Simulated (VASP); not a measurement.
# Ir (Fm-3m) in VASP: single point with PBE

Aim: the single point of Ir with PBE.

All numbers are computed with VASP 6.6.1; they aren't measurements. Logs are shortened: lines on timing, memory, paths and dates and some standing lists are left out, and cuts for length are marked.

## Step 1: The cell of the first run

Symmetry: Fm-3m, No. 225, cubic system. The conventional cell has a = 3.837 Å, b = 3.837 Å, c = 3.837 Å, α = 90.00°, β = 90.00°, γ = 90.00°. Ir (site symmetry m-3m) has 12 Ir at 2.71 Å within 3.6 Å.

## Step 2: Single point, PBE

Contents of INCAR:

```
SYSTEM = Ir
PREC     = Accurate       ! precision mode
ENCUT    = 500            ! plane-wave cutoff, eV
EDIFF    = 1E-6           ! SCF threshold, eV
ISMEAR   = 0              ! smearing method
SIGMA    = 0.1            ! smearing width, eV
LREAL    = .FALSE.        ! projectors in reciprocal space
LASPH    = .TRUE.         ! aspherical terms in the spheres
NELM     = 120            ! most SCF steps
ALGO     = Normal         ! electronic algorithm
ISIF     = 2              ! what is computed and relaxed
LWAVE    = .FALSE.        ! write WAVECAR
LCHARG   = .TRUE.         ! write CHGCAR
GGA      = PE             ! functional
LELF     = .TRUE.         ! ELF
LVHAR    = .TRUE.       
NBANDS   = 10             ! bands
GGA_COMPAT= .FALSE.
```

Contents of KPOINTS:

```
regular mesh
0
G
  18 18 18
  0 0 0
```

Contents of POSCAR:

```
Ir
1.0
    0.0000000000      1.9185000000      1.9185000000
    1.9185000000      0.0000000000      1.9185000000
    1.9185000000      1.9185000000      0.0000000000
Ir
1
Direct
    0.0000000000      0.0000000000      0.0000000000
```

Potentials or basis: VASP PAW PBE potentials, release 64 (Ir).

Run with:

```console
$ cat potpaw_PBE.64/Ir/POTCAR > POTCAR
$ mpirun -np 1 vasp_std > vasp.out
```

OUTCAR:

```text
SYSTEM = Ir
   PREC = Accurate
   ENCUT = 500
   EDIFF = 1E-6
   ISMEAR = 0
   LREAL = .FALSE.
   LASPH = .TRUE.
   NELM = 120
   ISIF = 2
   GGA = PE

 ion  position               nearest neighbor table
   1  0.000  0.000  0.000-

  LATTYP: Found a face centered cubic cell.
 ALAT       =     3.8370000000

  Lattice vectors:

 A1 = (   0.0000000000,   1.9185000000,   1.9185000000)
 A2 = (   1.9185000000,   0.0000000000,   1.9185000000)
 A3 = (   1.9185000000,   1.9185000000,   0.0000000000)

Analysis of symmetry for initial positions (statically):
=====================================================================
 Subroutine PRICEL returns:
 Original cell was already a primitive cell.

 Routine SETGRP: Setting up the symmetry group for a
 face centered cubic supercell.

 Subroutine GETGRP returns: Found 48 space group operations
 (whereof 48 operations were pure point group operations)
 out of a pool of 48 trial point group operations.

The static configuration has the point symmetry O_h .

Analysis of symmetry for dynamics (positions and initial velocities):
=====================================================================
 Subroutine PRICEL returns:
 Original cell was already a primitive cell.

 Routine SETGRP: Setting up the symmetry group for a
 face centered cubic supercell.

 Subroutine GETGRP returns: Found 48 space group operations
 (whereof 48 operations were pure point group operations)
 out of a pool of 48 trial point group operations.

The dynamic configuration has the point symmetry O_h .

 Subroutine INISYM returns: Found 48 space group operations
 (whereof 48 operations are pure point group operations),
 and found     1 'primitive' translations

----------------------------------------------------------------------------------------

                                     Primitive cell

  volume of cell :      14.1226

  direct lattice vectors                    reciprocal lattice vectors
     0.000000000  1.918500000  1.918500000    -0.260620276  0.260620276  0.260620276
     1.918500000  0.000000000  1.918500000     0.260620276 -0.260620276  0.260620276
     1.918500000  1.918500000  0.000000000     0.260620276  0.260620276 -0.260620276

  length of vectors
     2.713168719  2.713168719  2.713168719     0.451407560  0.451407560  0.451407560

  position of ions in fractional coordinates (direct lattice)
     0.000000000  0.000000000  0.000000000

  ion indices of the primitive-cell ions
   primitive index   ion index
                 1           1

----------------------------------------------------------------------------------------

 KPOINTS: regular mesh

Automatic generation of k-mesh.
 Grid dimensions read from file:
 generate k-points for:   18   18   18

 Generating k-lattice:

  Cartesian coordinates                     Fractional coordinates (reciprocal lattice)
    -0.014478904  0.014478904  0.014478904     0.055555556  0.000000000  0.000000000
     0.014478904 -0.014478904  0.014478904     0.000000000  0.055555556  0.000000000
     0.014478904  0.014478904 -0.014478904     0.000000000  0.000000000  0.055555556

  Length of vectors
     0.025078198  0.025078198  0.025078198

  Shift w.r.t. Gamma in fractional coordinates (k-lattice)
     0.000000000  0.000000000  0.000000000

 Subroutine IBZKPT returns following result:
 ===========================================

 Found    195 irreducible k-points:

 Following reciprocal coordinates:
            Coordinates               Weight
  0.000000  0.000000  0.000000      1.000000
  0.055556  0.000000  0.000000      8.000000
  0.111111  0.000000  0.000000      8.000000
  0.166667  0.000000  0.000000      8.000000
  0.222222  0.000000  0.000000      8.000000
  0.277778  0.000000  0.000000      8.000000
[... 16 lines left out ...]
 -0.277778  0.055556  0.000000     24.000000
 -0.222222  0.055556  0.000000     24.000000
 [... further k-points ...]
   k-points           NKPTS =    195   k-points in BZ     NKDIM =    195   number of bands    NBANDS=     10
   number of dos      NEDOS =    301   number of ions     NIONS =      1
   total plane-waves  NPLWV =   8000
   dimension x,y,z NGX =    20 NGY =   20 NGZ =   20
   dimension x,y,z NGXF=    40 NGYF=   40 NGZF=   40
   ions per type =               1
   NGX,Y,Z   is equivalent  to a cutoff of  12.25, 12.25, 12.25 a.u.
   NGXF,Y,Z  is equivalent  to a cutoff of  24.51, 24.51, 24.51 a.u.
 SYSTEM =  Ir
   PREC   = accura    normal or accurate (medium, high low for compatibility)
   ISTART =      0    job   : 0-new  1-cont  2-samecut
   ICHARG =      2    charge: 1-file 2-atom 10-const
   ISPIN  =      1    spin polarized calculation?
   LNONCOLLINEAR =      F non collinear calculations
   LSORBIT =      F    spin-orbit coupling
   LASPH  =      T    aspherical Exc in radial PAW
   ENCUT  =  500.0 eV  36.75 Ry    6.06 a.u.   4.95  4.95  4.95*2*pi/ulx,y,z
   NELM   =    120;   NELMIN=  2; NELMDL= -5     # of ELM steps
   EDIFF  = 0.1E-05   stopping-criterion for ELM
   LREAL  =      F    real-space projection
   EDIFFG = 0.1E-04   stopping-criterion for IOM
   NSW    =      0    number of steps for IOM
   IBRION =     -1    ionic relax: 0-MD 1-quasi-New 2-CG
   NFREE  =      0    steps in history (QN), initial steepest desc. (CG)
   ISIF   =      2    stress and relaxation
   ISYM   =      2    0-nonsym 1-usesym 2-fastsym
   POTIM  = 0.5000    time-step for ionic-motion
   TEBEG  =    0.0;   TEEND  =   0.0 temperature during run
   PSTRESS=    0.0 pullay stress
   NELECT =       9.0000    total number of electrons
   NUPDOWN=      -1.0000    fix difference up-down
   EMIN   =  10.00;   EMAX   =-10.00  energy-range for DOS
   EFERMI =   0.00;   METHOD = LEGACY
   ISMEAR =     0;   SIGMA  =   0.10  broadening in eV -4-tet -1-fermi 0-gaus
   EFERMI_NEDOS =   21; number of points for ismear=-14 and -15
   IALGO  =     38    algorithm
   IMIX   =      4    mixing-type and parameters
     AMIX     =   0.40;   BMIX     =  1.00
     AMIX_MAG =   1.60;   BMIX_MAG =  1.00
  volume/ion in A,a.u.               =      14.12        95.30
  Fermi-wavevector in a.u.,A,eV,Ry     =   1.408804  2.662253 27.003868  1.984728
  Thomas-Fermi vector in A             =   2.530924
   LORBIT       =      0    0 simple, 1 ext, 2 COOP (PROOUT), +10 PAW based schemes
   GGA     = PE    functional components
   LHFCALC =     F    Hartree Fock is set to
   AEXX    =    0.0000 exact exchange contribution
   IVDW    =     0    specifies the selected vdW correction
   LEPSILON=     F    determine dielectric tensor
   LRPA    =     F    only Hartree local field effects (RPA)
 non-spin polarized calculation
 Gauss-broadening in eV      SIGMA  =   0.10
  energy-cutoff  :      500.00
  volume of cell :       14.12
 maximum number of plane-waves:       370
   NGX =  9   NGY =  9   NGZ =  9

 number of electron       9.0000000 magnetization

 Free energy of the ion-electron system (eV)
  ---------------------------------------------------
  ext. energy  EPLUGINS =         0.00000000
  ---------------------------------------------------
  free energy    TOTEN  =        -8.84108623 eV

  energy without entropy =       -8.83599698  energy(sigma->0) =       -8.83854161

 E-fermi :  10.4726     XC(G=0): -13.9985

 val. band max:       10.4678557681   @ k =   0.5000   0.2222   0.1111
 cond. band min:      10.4787569690   @ k =   0.3333   0.1111   0.0556
 fundamental gap:      0.0109012009
 Fermi energy:        10.4726157008

 k-point     1 :       0.0000    0.0000    0.0000
  band No.  band energies     occupation
      1      -0.7018      2.00000
      2       6.5410      2.00000
      3       6.5410      2.00000
      4       6.5410      2.00000
      5       9.2376      2.00000
      6       9.2376      2.00000
      7      24.7581      0.00000
      8      30.3553      0.00000
      9      30.3553      0.00000
     10      30.3553      0.00000

 k-point     2 :       0.0556    0.0000    0.0000
  band No.  band energies     occupation
      1      -0.5640      2.00000
      2       6.4668      2.00000
      3       6.6013      2.00000
      4       6.6013      2.00000
      5       9.1984      2.00000
      6       9.1984      2.00000
      7      24.9974      0.00000
      8      29.6089      0.00000
      9      30.5824      0.00000
     10      30.5824      0.00000

 k-point     3 :       0.1111    0.0000    0.0000
  band No.  band energies     occupation
      1      -0.1646      2.00000
      2       6.2763      2.00000
      3       6.7590      2.00000
      4       6.7590      2.00000
      5       9.1127      2.00000
      6       9.1127      2.00000
      7      25.6547      0.00000
      8      28.1507      0.00000
      9      31.2427      0.00000
     10      31.2427      0.00000

 k-point     4 :       0.1667    0.0000    0.0000
  band No.  band energies     occupation
      1       0.4474      2.00000
      2       6.0608      2.00000
      3       6.9358      2.00000
      4       6.9358      2.00000
      5       9.0800      2.00000
      6       9.0800      2.00000
      7      26.3494      0.00000
      8      26.7826      0.00000
      9      32.2738      0.00000
     10      32.2738      0.00000
[... 222 lines left out ...]
 k-point    22 :      -0.3333    0.0556    0.0000
  band No.  band energies     occupation
      1       2.3703      2.00000
      2       6.6332      2.00000
      3       6.7735      2.00000
      4       7.0619      2.00000
      5      10.0608      2.00000
      6      10.9666      0.00000
      7      21.1816      0.00000
      8      25.7794      0.00000
      9      31.1905      0.00000
     10      33.2640      0.00000

 k-point    23 :      -0.2778    0.0556    0.0000
  band No.  band energies     occupation
      1       2.0876      2.00000
      2       6.2213      2.00000
      3       6.8493      2.00000
      4       6.9566      2.00000
      5       9.4345      2.00000
      6      10.3535      1.90782
      7      22.9871      0.00000
      8      26.7793      0.00000
      9      32.2423      0.00000
     10      34.2530      0.00000

 k-point    24 :      -0.2222    0.0556    0.0000
  band No.  band energies     occupation
      1       1.5162      2.00000
      2       5.8738      2.00000
      3       6.9980      2.00000
      4       7.0902      2.00000
      5       8.9476      2.00000
      6       9.8106      2.00000
      7      24.6129      0.00000
      8      27.4047      0.00000
      9      32.5198      0.00000
     10      33.7485      0.00000

 [... further k-points ...]
[... 5 lines left out ...]
  --------------------------------------------------------------------------------------
  -------------------------------------------------------------------------------------
  Total        0.9092966      0.9092966      0.9092966      0.0000000      0.0000000      0.0000000
  in kB      103.1574891    103.1574891    103.1574891      0.0000000      0.0000000      0.0000000
  external PRESSURE =     103.1574891 kB  Pullay stress =       0.0000000 kB

 VOLUME and BASIS-vectors are now :
 -----------------------------------------------------------------------------
  energy-cutoff  :      500.00
  volume of cell :       14.12
      direct lattice vectors                 reciprocal lattice vectors
     0.000000000  1.918500000  1.918500000    -0.260620276  0.260620276  0.260620276
     1.918500000  0.000000000  1.918500000     0.260620276 -0.260620276  0.260620276
     1.918500000  1.918500000  0.000000000     0.260620276  0.260620276 -0.260620276

 POSITION                                       TOTAL-FORCE (eV/Angst)
 -----------------------------------------------------------------------------------
      0.00000      0.00000      0.00000         0.000000     -0.000000     -0.000000
 -----------------------------------------------------------------------------------
    total drift:                               -0.000000     -0.000000      0.000000

  FREE ENERGIE OF THE ION-ELECTRON SYSTEM (eV)
  ---------------------------------------------------
  free  energy   TOTEN  =        -8.8410862327 eV

  energy  without entropy=       -8.8359969801  energy(sigma->0) =       -8.83854161
```

It took 19 s on 1 thread of AMD EPYC 7R43 (Zen 3), shared host; peak memory 0.11 GiB.

What came out:

| Quantity | Value |
| --- | --- |
| Free energy | -8.8411 eV |
| Pressure | 10.3 GPa |

Caveat: spin-orbit coupling is left out, which moves the levels of the heavy elements.
